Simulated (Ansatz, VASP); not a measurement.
**HfO2 in VASP and in Ansatz**

```
Hf O
1.0
     0.00000    2.55435    2.55435
     2.55435    0.00000    2.55435
     2.55435    2.55435    0.00000
Hf O
1 2
Direct
  0.00000 0.00000 0.00000
  0.25000 0.25000 0.25000
  0.75000 0.75000 0.75000
```

Alike in both runs: task single point; functional BLYP; k mesh 8 × 8 × 8; occupations gaussian, width 0.05 eV; no spin polarisation.

|  | VASP | Ansatz |
| --- | --- | --- |
| version | VASP 6.6.1 | Ansatz 0.2.0 |
| potentials or method | VASP PAW PBE potentials, release 64 (Hf_pv, O), cutoff 600 eV | scalar-relativistic, plane waves, PAW |
| valence electrons in the cell | 22 | 38 |

Ansatz gave:

* gap on the k mesh at the Fermi level (eV): 3.80
* least direct gap on the mesh (eV): 3.80
* pressure (GPa): 4.9

Task: Estimate VASP's values.

Result: gap on the k mesh at the Fermi level (eV): 3.82; least direct gap on the mesh (eV): 3.82; pressure (GPa): 1.8.

VASP's potentials were made for PBE, not for BLYP. The functional is the same, so the differences come from potentials, cutoffs and numerics. VASP's potentials hold 22 valence electrons a cell and Ansatz's 38, so a difference there can come from the potentials and not from the codes.

Spin-orbit coupling is off throughout.
